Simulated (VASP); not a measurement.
Here is a VASP 6.6.1 calculation.

INCAR

```
  ALGO = Normal
  EDIFF = 1E-6
  ENCUT = 520
  GGA = PE
  ISIF = 2
  ISMEAR = 0
  LASPH = True
  LCHARG = False
  LREAL = False
  LWAVE = False
  NBANDS = 11
  NELM = 60
  PREC = Accurate
  SIGMA = 0.1
```

The input KPOINTS:

```
k-points
0
Gamma
  8 8 8
```

Contents of POSCAR:

```
BeS
1.0
    0.0000000000      2.6846908224      2.6846908224
    2.6846908224      0.0000000000      2.6846908224
    2.6846908224      2.6846908224      0.0000000000
Be S
1 1
Direct
    0.0000000000      0.0000000000      0.0000000000
    0.7500000000      0.7500000000      0.7500000000
```

Potentials or basis: VASP PAW PBE potentials, release 64 (Be, S).

The run is started by

```console
$ cat potpaw_PBE.64/Be/POTCAR potpaw_PBE.64/S/POTCAR > POTCAR
$ mpirun -np 1 vasp_std > vasp.out
```

(1) Predict the band gap on the k mesh.

(2) What does it give for the pressure?

## Answers

(1) 3.58 eV, indirect (least direct gap 3.60 eV).

(2) -15.4 GPa.
